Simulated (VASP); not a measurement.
Here is a VASP 6.6.1 calculation.

The input POSCAR:

```
Lu
1.0
   -1.9348089104      1.9348089104      1.9348089104
    1.9348089104     -1.9348089104      1.9348089104
    1.9348089104      1.9348089104     -1.9348089104
Lu
1
Direct
    0.0000000000      0.0000000000      0.0000000000
```

File INCAR.step1:

```
SYSTEM = Lu
PREC     = Accurate       ! precision mode
ENCUT    = 520            ! plane-wave cutoff, eV
ISMEAR   = -1             ! smearing method
SIGMA    = 0.05           ! smearing width, eV
LREAL    = .False.        ! projectors in reciprocal space
LASPH    = .True.         ! aspherical terms in the spheres
NELM     = 80             ! most SCF steps
NBANDS   = 18             ! bands
GGA      = PE             ! functional
ALGO     = Normal         ! electronic algorithm
EDIFF    = 1E-4           ! SCF threshold, eV
LWAVE    = .True.         ! write WAVECAR
LCHARG   = .False.        ! write CHGCAR
```

INCAR.step2

```
SYSTEM = Lu
PREC     = Accurate       ! precision mode
ENCUT    = 520            ! plane-wave cutoff, eV
EDIFF    = 1E-6           ! SCF threshold, eV
ISMEAR   = -1             ! smearing method
SIGMA    = 0.05           ! smearing width, eV
LREAL    = .False.        ! projectors in reciprocal space
LASPH    = .True.         ! aspherical terms in the spheres
NELM     = 80             ! most SCF steps
ALGO     = Normal         ! electronic algorithm
ISIF     = 2              ! what is computed and relaxed
LWAVE    = .False.        ! write WAVECAR
LCHARG   = .False.        ! write CHGCAR
METAGGA  = R2SCAN         ! meta-GGA
LMIXTAU  = .True.       
LUSE_VDW = .True.       
IVDW_NL  = 2            
BPARAM   = 11.95        
CPARAM   = 0.0093       
NBANDS   = 18             ! bands
ISTART   = 1
```

The input KPOINTS:

```
Automatic mesh
0
Gamma
  10 10 10
  0 0 0
```

Potentials or basis: VASP PAW PBE potentials, release 64 (Lu).

The run is started by

```console
$ cat potpaw_PBE.64/Lu/POTCAR > POTCAR
$ cp INCAR.step1 INCAR
$ mpirun -np 1 vasp_std > vasp.out
$ cp INCAR.step2 INCAR
$ mpirun -np 1 vasp_std > vasp.out
```

(1) Predict the pressure.

Results:

(1) 0.1 GPa.

Caveat: the PAW data sets were made with another functional, which shifts forces and pressure a little.
